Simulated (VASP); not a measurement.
BeCdS4: relaxation of cell and atoms with PBE

Crystal: BeCdS4.

```
Be Cd S
1.0
    -2.60000    2.80000    4.10000
     2.60000   -2.80000    4.10000
     2.60000    2.80000   -4.10000
Be Cd S
1 1 4
Cartesian
  0.0000 0.0000 0.0000
  0.0000 2.8000 0.0000
  1.4040 1.6800 2.9520
  1.1960 1.1200 -1.1480
  -1.4040 1.6800 5.2480
  4.0040 1.1200 1.1480
```

```yaml
Program: VASP 6.6.1
Task: relaxation of cell and atoms
Functional: PBE
Potentials_or_basis: VASP PAW PBE potentials, release 64 (Be, Cd, S)
Cutoff: 600 eV
k_mesh: 4 × 4 × 4
Occupations: gaussian, width 0.2 eV
Spin: no spin polarisation
Dipole_correction: no
Further_INCAR_settings: ALGO = Normal; EDIFF = 1e-06; IBRION = 2; EDIFFG = -0.08; NSW = 36; ISIF = 3
```

The relaxed volume is 20.13 Å³/atom. The relaxed cell is a = 5.823 Å, b = 5.823 Å, c = 5.823 Å, α = 137.74°, β = 108.90°, γ = 86.33° and the space group after relaxing (to 0.1 Å) is I222 (No. 23). The energy gained by relaxing is 656.4 meV/atom and the ionic steps are 34. The pressure after relaxing is 0.1 GPa, the largest force after relaxing is 0.065 eV/Å and the band gap on the k mesh is 1.40 eV (least direct gap 2.18 eV).

Forces in eV/Å, atoms in the order of the input:
```
Be   0.000  0.000  0.000
Cd   0.000  0.000  0.000
S    0.054  0.024  0.028
S   -0.054 -0.024  0.028
S   -0.054  0.024 -0.028
S    0.054 -0.024 -0.028
```

Stress tensor (GPa, compression positive):
```
-0.07  0.00  0.00
 0.00  0.14  0.00
 0.00  0.00  0.13
```

Step by step:
```
step  energy change (eV)  largest force (eV/Å)  pressure (GPa)  volume (Å³)
   1              0.0000                1.6883            8.68       119.39
   2             -0.5159                0.4092           -3.97       138.89
   3             -0.5877                0.2586           -1.41       133.12
   4             -0.7271                0.1026           -1.38       131.05
   5             -1.1058                0.7311           -0.84       124.29
   6             -0.7578                1.8381            4.74       108.52
   7             -1.1870                1.2501            0.36       119.26
   8             -1.2641                1.2929            0.14       118.34
   9             -1.4104                1.3807           -0.08       115.30
  10             -1.4190                1.3891            0.06       113.77
  11             -1.5880                1.3166           -0.15       113.17
  12             -1.9411                1.1478           -0.30       111.28
  13             -1.6503                1.6387            2.58       107.15
  14             -1.9993                1.1723            0.10       110.12
  15             -2.2948                1.0609            0.57       109.64
  16             -2.6685                1.6052            3.48       108.31
  17             -3.0126                1.6713            1.67       110.95
  18             -3.6846                0.7765           -0.83       118.95
  19             -3.7733                0.5883           -0.06       117.50
  20             -3.8514                0.5105            2.24       114.04
  21             -3.8872                0.1585            0.44       115.94
  22             -3.8872                0.1587            0.44       115.94
  23             -3.8947                0.0844            0.11       116.48
  24             -3.8993                0.0814           -0.40       117.40
  25             -3.9045                0.0710            0.06       117.06
  26             -3.9062                0.1216            0.52       116.71
  27             -3.9106                0.1201            0.47       117.01
  28             -3.9208                0.1420            0.27       117.89
  29             -3.9244                0.2790           -0.10       119.52
  30             -3.9260                0.2133            0.05       118.88
  31             -3.9323                0.1373            0.06       119.43
  32             -3.9367                0.1187            0.11       120.67
  33             -3.9370                0.0919            0.09       120.42
  34             -3.9387                0.0652            0.07       120.76
```

Final structure:
```cif
data_structure
_symmetry_space_group_name_H-M 'P 1'
_symmetry_Int_Tables_number 1
_cell_length_a 5.8233
_cell_length_b 5.8233
_cell_length_c 5.8233
_cell_angle_alpha 137.739
_cell_angle_beta 108.898
_cell_angle_gamma 86.332
_cell_volume 120.76
loop_
_atom_site_label
_atom_site_type_symbol
_atom_site_fract_x
_atom_site_fract_y
_atom_site_fract_z
_atom_site_occupancy
Be1 Be 0.00000 0.00000 0.00000 1
Cd1 Cd 0.50000 0.00000 0.50000 1
S1 S 0.68899 0.55503 0.44461 1
S2 S 0.11042 0.24438 0.55539 1
S3 S 0.88958 0.44497 0.13396 1
S4 S 0.31101 0.75562 0.86604 1
```

Levels at points of the mesh, in eV from the valence-band top:
```csv
k point,band 17,band 18,band 19,band 20,band 21,band 22
"(0.00, 0.00, 0.00)",-2.31,-1.87,-0.92,1.85,2.17,2.68
"(0.50, 0.00, 0.00)",-2.11,-1.45,-0.42,1.89,2.25,3.78
"(0.00, 0.50, 0.00)",-1.42,-0.57,0.00,2.28,2.78,3.79
"(0.50, 0.50, 0.00)",-1.70,-0.88,-0.64,2.15,2.78,2.78
"(0.50, 0.50, 0.50)",-1.88,-1.26,-0.92,1.47,2.44,2.57
```

Wall time 13 min on 1 thread of Intel(R) Xeon(R) 6975P-C (Granite Rapids), with other jobs on the host, peak memory 0.38 GiB.

Caveat: the relaxation stopped at a loose force limit of 0.08 eV/Å, so its end isn't a converged minimum. A k mesh can miss the band edges.
